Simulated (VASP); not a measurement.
A run of VASP 6.6.1 is set up as follows.

Contents of INCAR:

```
PREC = Accurate
ENCUT = 600
EDIFF = 1E-7
ISMEAR = 0
SIGMA = 0.1
LREAL = F
LASPH = T
NELM = 60
ALGO = Fast
ISIF = 3
LWAVE = F
LCHARG = F
GGA = PE
IBRION = 2
NSW = 100
EDIFFG = -0.01
```

File KPOINTS:

```
Automatic mesh
0
Gamma
  12 12 6
```

The input POSCAR:

```
HfBe2Si2
1.0
    3.9430646808      0.0000000000      0.0000000000
   -1.9715323404      3.4147941823      0.0000000000
    0.0000000000      0.0000000000      6.9829121664
Hf Be Si
1 2 2
Direct
    0.0000000000      0.0000000000      0.0000000000
    0.0000000000      0.0000000000      0.3579858237
    0.0000000000      0.0000000000      0.6420141763
    0.3333333333      0.6666666667      0.5000000000
    0.6666666667      0.3333333333      0.5000000000
```

Potentials or basis: VASP PAW PBE potentials, release 64 (Hf_pv, Be, Si).

Run with:

```sh
$ cat potpaw_PBE.64/Hf_pv/POTCAR potpaw_PBE.64/Be/POTCAR potpaw_PBE.64/Si/POTCAR > POTCAR
$ mpirun -np 1 vasp_std > vasp.out
```

Problem. What does it give for the relaxed cell?

Solution. a = 3.912 Å, b = 3.912 Å, c = 7.071 Å, α = 90.00°, β = 90.00°, γ = 120.00°.

Problem. Estimate the space group after relaxing (to 0.1 Å).

Solution. P6/mmm (No. 191).

Final structure:
```
Hf Be Si
1.0
     3.91162    0.00000    0.00000
    -1.95581    3.38757    0.00000
     0.00000    0.00000    7.07067
Hf Be Si
1 2 2
Direct
  0.00000 0.00000 0.00000
  0.00000 0.00000 0.35722
  0.00000 0.00000 0.64278
  0.33333 0.66667 0.50000
  0.66667 0.33333 0.50000
```
